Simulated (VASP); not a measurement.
# Cu: single point with PBEsol

The system is Cu.

```
Cu
1.0
     2.41874    0.00000    0.00000
    -1.20937    2.09469    0.00000
     0.00000    0.00000    4.11210
Cu
2
Direct
  0.33333 0.66667 0.25000
  0.66667 0.33333 0.75000
```

This isn't the form of Cu at room conditions, which is fcc.

```
Program             : VASP 6.6.1
Task                : single point
Functional          : PBEsol
Potentials or basis : VASP PAW PBE potentials, release 64 (Cu)
Cutoff              : 520 eV
k mesh              : 24 × 24 × 12
Occupations         : gaussian, width 0.15 eV
Spin                : no spin polarisation
```

```
Pressure               : 19.7 GPa
Band gap on the k mesh : zero (bands 11 and 12 overlap by 6.71 eV)
```

Stress tensor (GPa, compression positive):
```
23.09  0.00  0.00
 0.00 23.09  0.00
 0.00  0.00 12.84
```

Levels at points of the mesh, in eV from the Fermi level:
| k point | band 7 | band 8 | band 9 | band 10 | band 11 | band 12 | band 13 | band 14 | band 15 | band 16 |
| --- | --- | --- | --- | --- | --- | --- | --- | --- | --- | --- |
| (0.00, 0.00, 0.00) | -3.16 | -2.65 | -2.65 | -1.87 | -1.87 | -1.81 | 3.83 | 22.94 | 23.94 | 24.65 |
| (0.50, 0.00, 0.00) | -3.17 | -1.75 | -1.67 | -1.58 | 0.07 | 1.96 | 8.15 | 8.58 | 11.26 | 11.97 |
| (0.00, 0.00, 0.50) | -3.39 | -3.39 | -2.13 | -2.13 | -2.13 | -2.13 | 12.44 | 12.44 | 23.65 | 23.65 |
| (0.50, 0.00, 0.50) | -2.10 | -2.10 | -1.62 | -1.62 | 0.38 | 0.38 | 5.67 | 5.67 | 17.90 | 17.90 |

Wall time 62 s on 1 thread of Intel(R) Xeon(R) 6975P-C (Granite Rapids), with other jobs on the host, peak memory 0.23 GiB.

Caveat: the stress differs along the axes, from 13 to 23 GPa; the PAW data sets were made with another functional, which shifts forces and pressure a little.
